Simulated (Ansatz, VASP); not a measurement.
GaSb: VASP beside Ansatz

File INCAR:

```
SYSTEM = GaSb
ALGO = Normal
EDIFF = 1E-6
ENCUT = 520
GGA = CA
ISIF = 2
ISMEAR = -1
LASPH = .TRUE.
LCHARG = .FALSE.
LREAL = .FALSE.
LWAVE = .FALSE.
NBANDS = 16
NELM = 60
PREC = Accurate
SIGMA = 0.02
```

Contents of KPOINTS:

```
k-points
0
G
  8 8 8
  0 0 0
```

Contents of POSCAR:

```
GaSb
1.0
    0.0000000000      3.0658848228      3.0658848228
    3.0658848228      0.0000000000      3.0658848228
    3.0658848228      3.0658848228      0.0000000000
Ga Sb
1 1
Direct
    0.0000000000      0.0000000000      0.0000000000
    0.2500000000      0.2500000000      0.2500000000
```

Input for Ansatz:

```yaml
crystal:
  lattice:
    - [0.0, 3.0658848228, 3.0658848228]
    - [3.0658848228, 0.0, 3.0658848228]
    - [3.0658848228, 3.0658848228, 0.0]
  atoms:
    - { symbol: Ga, position: [0.0, 0.0, 0.0] }
    - { symbol: Sb, position: [0.25, 0.25, 0.25] }
kpoints:
  mp_grid: { grid: [8, 8, 8] }
  band_path:
    path:
      - [0.0, 0.0, 0.0]
      - [-0.5, -0.5, 0.0]
      - [-0.375, -0.375, 0.25]
      - [-0.375, 0.0, 0.375]
      - [0.0, 0.0, 0.5]
      - [-0.5, -0.25, 0.25]
    npoints: 1
hamiltonian:
  xc: lda
scf:
  occupations: { method: fermi_dirac, width: 0.02 }
  n_extra_bands: 4
output:
  forces: true
  stress: true
  eigenvalues: true
```

Alike in both runs: task single point; functional LDA; k mesh 8 × 8 × 8; occupations fermi-dirac, width 0.02 eV; no spin polarisation.

|  | VASP | Ansatz |
| --- | --- | --- |
| version | VASP 6.6.1 | Ansatz 0.2.0 |
| potentials or method | VASP PAW LDA potentials, release 64 (Ga_d, Sb) | plane waves, PAW |
| plane-wave cutoff (eV) | 520 | 420 |
| valence electrons in the cell | 18 | 28 |

Ansatz gave:

```
pressure (GPa) : -2.0
```

Task: What did VASP give for the same quantities?

Result: Pressure (GPa): -1.9.

LDA's correlation is that of Perdew and Zunger in VASP and of Perdew and Wang (1992) in Ansatz. VASP's potentials hold 18 valence electrons a cell and Ansatz's 28, so a difference there can come from the potentials and not from the codes.

Neither program's run includes spin-orbit coupling.
